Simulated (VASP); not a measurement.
# Ti6Si in VASP: further runs, part 2 of 2

VASP 6.6.1. Earlier steps stand in the parts before.

## 3. Single point, PBE

INCAR reads:

```
PREC     = Accurate       # precision mode
ENCUT    = 520            # plane-wave cutoff, eV
EDIFF    = 1E-6           # SCF threshold, eV
ISMEAR   = 0              # smearing method
SIGMA    = 0.1            # smearing width, eV
LREAL    = False          # projectors in reciprocal space
LASPH    = True           # aspherical terms in the spheres
NELM     = 80             # most SCF steps
ALGO     = Normal         # electronic algorithm
ISIF     = 2              # what is computed and relaxed
LWAVE    = False          # write WAVECAR
LCHARG   = False          # write CHGCAR
LDIPOL   = True         
IDIPOL   = 3            
DIPOL    = 0.5 0.5 0.354
GGA      = PE             # functional
NBANDS   = 47             # bands
```

KPOINTS reads:

```
regular mesh
0
Gamma
  9 6 1
```

POSCAR reads:

```
Ti6Si
1.0
    2.9381632085      0.0000000000      0.0000000000
    0.0000000000      4.6504654182      0.0000000000
    0.0000000000      0.0000000000     21.2842242132
Ti Si
6 1
Direct
    0.0000000000      0.7500000000      0.1879326190
    0.5000000000      0.2500000000      0.2277825403
    0.5000000000      0.7500000000      0.3074823829
    0.0000000000      0.2500000000      0.3461291980
    0.0000000000      0.7500000000      0.4220680070
    0.5000000000      0.2500000000      0.4596937203
    0.5000000000      0.7500000000      0.5234471267
```

Potentials or basis: VASP PAW PBE potentials, release 64 (Ti_sv, Si).

Launch:

```bash
cat potpaw_PBE.64/Ti_sv/POTCAR potpaw_PBE.64/Si/POTCAR > POTCAR
mpirun -np 1 vasp_std > vasp.out
```

OUTCAR:

```text
PREC = Accurate
   ENCUT = 520
   EDIFF = 1E-6
   ISMEAR = 0
   LREAL = False
   LASPH = True
   NELM = 80
   ISIF = 2
   GGA = PE

 ion  position               nearest neighbor table
   1  0.000  0.750  0.188-   2 2.88   2 2.88   2 2.88   2 2.88
   2  0.500  0.250  0.228-   1 2.88   1 2.88   1 2.88   1 2.88   3 2.88   3 2.88   4 2.92   4 2.92

   3  0.500  0.750  0.307-   5 2.85   5 2.85   4 2.87   4 2.87   4 2.87   4 2.87   2 2.88   2 2.88

   4  0.000  0.250  0.346-   6 2.83   6 2.83   5 2.83   5 2.83   3 2.87   3 2.87   3 2.87   3 2.87
                             2 2.92   2 2.92
   5  0.000  0.750  0.422-   7 2.61   7 2.61   4 2.83   4 2.83   3 2.85   3 2.85   6 2.86   6 2.86
                             6 2.86   6 2.86
   6  0.500  0.250  0.460-   7 2.69   7 2.69   4 2.83   4 2.83   5 2.86   5 2.86   5 2.86   5 2.86

   7  0.500  0.750  0.523-   5 2.61   5 2.61   6 2.69   6 2.69

  LATTYP: Found a simple orthorhombic cell.
 ALAT       =     2.9381632085
 B/A-ratio  =     1.5827798145
 C/A-ratio  =     7.2440578357

  Lattice vectors:

 A1 = (   2.9381632085,   0.0000000000,   0.0000000000)
 A2 = (   0.0000000000,   4.6504654182,   0.0000000000)
 A3 = (   0.0000000000,   0.0000000000,  21.2842242132)

Analysis of symmetry for initial positions (statically):
=====================================================================
 Subroutine PRICEL returns:
 Original cell was already a primitive cell.

 Routine SETGRP: Setting up the symmetry group for a
 simple orthorhombic supercell.

 Subroutine GETGRP returns: Found  4 space group operations
 (whereof  2 operations were pure point group operations)
 out of a pool of  8 trial point group operations.

The static configuration has the point symmetry C_1h.
 The point group associated with its full space group is C_2v.

Analysis of symmetry for dynamics (positions and initial velocities):
=====================================================================
 Subroutine PRICEL returns:
 Original cell was already a primitive cell.

 Routine SETGRP: Setting up the symmetry group for a
 simple orthorhombic supercell.

 Subroutine GETGRP returns: Found  4 space group operations
 (whereof  2 operations were pure point group operations)
 out of a pool of  8 trial point group operations.

The dynamic configuration has the point symmetry C_1h.
 The point group associated with its full space group is C_2v.

 Subroutine INISYM returns: Found  4 space group operations
 (whereof  2 operations are pure point group operations),
 and found     1 'primitive' translations

----------------------------------------------------------------------------------------

                                     Primitive cell

  volume of cell :     290.8239

  direct lattice vectors                    reciprocal lattice vectors
     2.938163208  0.000000000  0.000000000     0.340348690  0.000000000  0.000000000
     0.000000000  4.650465418  0.000000000     0.000000000  0.215032241  0.000000000
     0.000000000  0.000000000 21.284224213     0.000000000  0.000000000  0.046983155

  length of vectors
     2.938163208  4.650465418 21.284224213     0.340348690  0.215032241  0.046983155

  position of ions in fractional coordinates (direct lattice)
     0.000000000  0.750000000  0.187932619
     0.500000000  0.250000000  0.227782540
     0.500000000  0.750000000  0.307482383
     0.000000000  0.250000000  0.346129198
     0.000000000  0.750000000  0.422068007
[... 65 lines left out ...]
   dimension x,y,z NGXF=    48 NGYF=   72 NGZF=  320
   ions per type =               6   1
   NGX,Y,Z   is equivalent  to a cutoff of  13.58, 12.87, 12.50 a.u.
   NGXF,Y,Z  is equivalent  to a cutoff of  27.16, 25.74, 24.99 a.u.
 SYSTEM =  unknown system
   PREC   = accura    normal or accurate (medium, high low for compatibility)
   ISTART =      0    job   : 0-new  1-cont  2-samecut
   ICHARG =      2    charge: 1-file 2-atom 10-const
   ISPIN  =      1    spin polarized calculation?
   LNONCOLLINEAR =      F non collinear calculations
   LSORBIT =      F    spin-orbit coupling
   LASPH  =      T    aspherical Exc in radial PAW
   ENCUT  =  520.0 eV  38.22 Ry    6.18 a.u.   5.46  8.65 39.57*2*pi/ulx,y,z
   NELM   =     80;   NELMIN=  2; NELMDL= -5     # of ELM steps
   EDIFF  = 0.1E-05   stopping-criterion for ELM
   LREAL  =      F    real-space projection
   EDIFFG = 0.1E-04   stopping-criterion for IOM
   NSW    =      0    number of steps for IOM
   IBRION =     -1    ionic relax: 0-MD 1-quasi-New 2-CG
   NFREE  =      0    steps in history (QN), initial steepest desc. (CG)
   ISIF   =      2    stress and relaxation
   ISYM   =      2    0-nonsym 1-usesym 2-fastsym
   POTIM  = 0.5000    time-step for ionic-motion
   TEBEG  =    0.0;   TEEND  =   0.0 temperature during run
   PSTRESS=    0.0 pullay stress
   NELECT =      76.0000    total number of electrons
   NUPDOWN=      -1.0000    fix difference up-down
   EMIN   =  10.00;   EMAX   =-10.00  energy-range for DOS
   EFERMI =   0.00;   METHOD = LEGACY
   ISMEAR =     0;   SIGMA  =   0.10  broadening in eV -4-tet -1-fermi 0-gaus
   EFERMI_NEDOS =   21; number of points for ismear=-14 and -15
   IALGO  =     38    algorithm
   IMIX   =      4    mixing-type and parameters
     AMIX     =   0.40;   BMIX     =  1.00
     AMIX_MAG =   1.60;   BMIX_MAG =  1.00
  volume/ion in A,a.u.               =      41.55       280.37
  Fermi-wavevector in a.u.,A,eV,Ry     =   1.046653  1.977887 14.904939  1.095482
  Thomas-Fermi vector in A             =   2.181500
   LORBIT       =      0    0 simple, 1 ext, 2 COOP (PROOUT), +10 PAW based schemes
   GGA     = PE    functional components
   LHFCALC =     F    Hartree Fock is set to
   AEXX    =    0.0000 exact exchange contribution
   IVDW    =     0    specifies the selected vdW correction
   LEPSILON=     F    determine dielectric tensor
   LRPA    =     F    only Hartree local field effects (RPA)
 non-spin polarized calculation
 Gauss-broadening in eV      SIGMA  =   0.10
  energy-cutoff  :      520.00
  volume of cell :      290.82
 maximum number of plane-waves:      7881
 NGX is ok and might be reduce to    24
   NGX = 11   NGY = 17   NGZ = 79

 dipolmoment           0.000000      0.000000     -0.079760 electrons x Angstroem

 number of electron      76.0000010 magnetization

 dipolmoment           0.000000      0.000000      0.086293 electrons x Angstroem

 Free energy of the ion-electron system (eV)
  ---------------------------------------------------
  ext. energy  EPLUGINS =         0.00000000
  ---------------------------------------------------
  free energy    TOTEN  =       -49.73334967 eV

  energy without entropy =      -49.66011552  energy(sigma->0) =      -49.69673260

 E-fermi :   1.0110     XC(G=0):  -5.6004

 val. band max:        1.0066855964   @ k =   0.4444   0.5000   0.0000
 cond. band min:       1.0154407373   @ k =   0.3333   0.5000   0.0000
 fundamental gap:      0.0087551409
 Fermi energy:         1.0109786559

 k-point     1 :       0.0000    0.0000    0.0000
  band No.  band energies     occupation
      1     -56.0537      2.00000
      2     -55.9415      2.00000
      3     -55.8449      2.00000
      4     -55.7753      2.00000
      5     -55.7354      2.00000
      6     -55.7152      2.00000
[... 989 lines left out ...]
     46       2.5404      0.00000
     47       2.5551      0.00000

------------------------ aborting loop because EDIFF is reached ----------------------------------------

 vacuum level on the upper side and lower side of the slab       (xc-potential included)         0.487        -0.640

  FORCE on cell =-STRESS in cart. coord.  units (eV):
  Direction    XX          YY          ZZ          XY          YZ          ZX
  --------------------------------------------------------------------------------------
  -------------------------------------------------------------------------------------
  Total       -2.2164006     -0.9931901      0.3341255      0.0000000      0.0000000      0.0000000
  in kB      -12.2103662     -5.4715807      1.8407299      0.0000000      0.0000000      0.0000000
  external PRESSURE =      -5.2804057 kB  Pullay stress =       0.0000000 kB

 VOLUME and BASIS-vectors are now :
 -----------------------------------------------------------------------------
  energy-cutoff  :      520.00
  volume of cell :      290.82
      direct lattice vectors                 reciprocal lattice vectors
     2.938163208  0.000000000  0.000000000     0.340348690  0.000000000  0.000000000
     0.000000000  4.650465418  0.000000000     0.000000000  0.215032241  0.000000000
     0.000000000  0.000000000 21.284224213     0.000000000  0.000000000  0.046983155

 POSITION                                       TOTAL-FORCE (eV/Angst)
 -----------------------------------------------------------------------------------
      0.00000      3.48785      4.00000         0.000000      0.000000      0.341678
      1.46908      1.16262      4.84817         0.000000      0.000000      0.065343
      1.46908      3.48785      6.54452         0.000000      0.000000     -0.539582
      0.00000      1.16262      7.36709         0.000000      0.000000     -0.331040
      0.00000      3.48785      8.98339         0.000000      0.000000     -0.149820
      1.46908      1.16262      9.78422         0.000000      0.000000      0.614066
      1.46908      3.48785     11.14117         0.000000      0.000000     -0.000644
 -----------------------------------------------------------------------------------
    total drift:                                0.000000     -0.000000      0.000391

  FREE ENERGIE OF THE ION-ELECTRON SYSTEM (eV)
  ---------------------------------------------------
  free  energy   TOTEN  =       -49.7333496684 eV

  energy  without entropy=      -49.6601155229  energy(sigma->0) =      -49.69673260

 vacuum level on the upper side and lower side of the slab         5.859         4.667
```

Wall time 5.5 min (1 thread of Intel Xeon 6975P-C (Granite Rapids), shared host); peak memory 0.45 GiB.

What came out:

| Property | Result |
| --- | --- |
| Free energy | -49.7333 eV |
| Largest force | 0.614 eV/Å |
| Band gap on the k mesh | zero (bands 38 and 39 overlap by 0.58 eV) |

Forces in eV/Å, atoms in the order of the input:
```
Ti   0.000  0.000  0.342
Ti   0.000  0.000  0.065
Ti   0.000  0.000 -0.540
Ti   0.000  0.000 -0.331
Ti   0.000  0.000 -0.150
Ti   0.000  0.000  0.614
Si   0.000  0.000 -0.001
```

## 4. Single point, PBE

INCAR reads:

```
SYSTEM = Ti6Si
PREC = Accurate
ENCUT = 520
EDIFF = 1E-6
ISMEAR = 0
SIGMA = 0.1
LREAL = .FALSE.
LASPH = .TRUE.
NELM = 80
ALGO = Normal
ISIF = 2
LWAVE = .FALSE.
LCHARG = .TRUE.
LDIPOL = .TRUE.
IDIPOL = 3
DIPOL = 0.5 0.5 0.358
GGA = PE
LELF = .TRUE.
LVHAR = .TRUE.
LVACPOTAV = .TRUE.
NBANDS = 47
```

KPOINTS reads:

```
Automatic mesh
0
G
  9 6 1
  0 0 0
```

Edit POSCAR of step 3 so:

```diff
@@ -14,2 +14,2 @@
     0.5000000000      0.2500000000      0.4596937203
-    0.5000000000      0.7500000000      0.5234471267
+    1.0000000000      0.2500000000      0.5561241747
```

Launch:

```bash
cat potpaw_PBE.64/Ti_sv/POTCAR potpaw_PBE.64/Si/POTCAR > POTCAR
mpirun -np 1 vasp_std > vasp.out
```

It took 5.8 min on 1 thread of Intel Xeon 6975P-C (Granite Rapids), shared host; peak memory 0.46 GiB.

Results (log left out):

```yaml
Free_energy: -48.6347 eV
Largest_force: 0.615 eV/Å
Band_gap_on_the_k_mesh: zero (bands 38 and 39 overlap by 0.34 eV)
```

Forces on the atoms (eV/Å):
```
Ti   0.000  0.000  0.260
Ti   0.000  0.000  0.079
Ti   0.000  0.000 -0.301
Ti   0.000  0.000 -0.352
Ti   0.000  0.000  0.615
Ti   0.000  0.000 -0.303
Si   0.000  0.000  0.002
```

Levels at points of the mesh, in eV from the Fermi level:
| k point | band 36 | band 37 | band 38 | band 39 | band 40 | band 41 |
| --- | --- | --- | --- | --- | --- | --- |
| (0.00, 0.00, 0.00) | -0.11 | -0.09 | 0.16 | 0.58 | 0.60 | 0.77 |
| (0.00, 0.50, 0.00) | -0.11 | 0.05 | 0.15 | 0.20 | 0.36 | 0.38 |

## 5. Single point, PBE

INCAR reads:

```
SYSTEM = Ti6Si
PREC = Accurate ; ENCUT = 520
EDIFF = 1E-6 ; ISMEAR = 0
SIGMA = 0.1 ; LREAL = .FALSE.
LASPH = .TRUE. ; NELM = 60
ALGO = Normal ; ISIF = 2
LWAVE = .FALSE. ; LCHARG = .FALSE.
LDIPOL = .TRUE. ; IDIPOL = 3
DIPOL = 0.5 0.5 0.355 ; GGA = PE
NBANDS = 47
```

KPOINTS reads:

```
regular mesh
0
G
  9 6 1
  0 0 0
```

Edit POSCAR of step 4 so:

```diff
@@ -14,2 +14,2 @@
     0.5000000000      0.2500000000      0.4596937203
-    1.0000000000      0.2500000000      0.5561241747
+    1.0000000000      0.7500000000      0.5363059017
```

Launch:

```bash
cat potpaw_PBE.64/Ti_sv/POTCAR potpaw_PBE.64/Si/POTCAR > POTCAR
mpirun -np 1 vasp_std > vasp.out
```

Run time: 5 min. Hardware: 1 thread of Intel Xeon 6975P-C (Granite Rapids), shared host; peak memory 0.46 GiB.

It converged, with:

```
Free energy            : -49.4050 eV
Largest force          : 1.115 eV/Å
Band gap on the k mesh : zero (bands 38 and 39 overlap by 0.46 eV)
```

Forces on the atoms (eV/Å):
```
Ti   0.000  0.000  0.400
Ti   0.000  0.000  0.007
Ti   0.000  0.000 -0.601
Ti   0.000  0.000 -0.266
Ti   0.000  0.000 -0.658
Ti   0.000  0.000  1.115
Si   0.000  0.000  0.004
```

Levels at points of the mesh, in eV from the Fermi level:
```tsv
k point	band 35	band 36	band 37	band 38	band 39	band 40	band 41	band 42
(0.00, 0.00, 0.00)	-0.56	-0.32	-0.01	0.27	0.49	0.59	0.68	0.86
(0.00, 0.50, 0.00)	-0.68	-0.62	-0.10	0.04	0.11	0.16	0.41	0.74
```

## 6. Overview

```tsv
cell	gap on the mesh (eV)	largest force (eV/Å)
as given, atomic positions A	none	0.30
as given, atomic positions B	none	0.61
as given, atomic positions C	none	0.61
as given, atomic positions D	none	1.11
```

Alike in all rows: task single point; level PBE; potentials or basis VASP PAW PBE potentials, release 64 (Ti_sv, Si); no spin polarisation; k mesh 9 × 6 × 1; cutoff (eV) 520; smearing gaussian 0.1 eV.

Absolute energies hang on the potentials; compare differences alone.
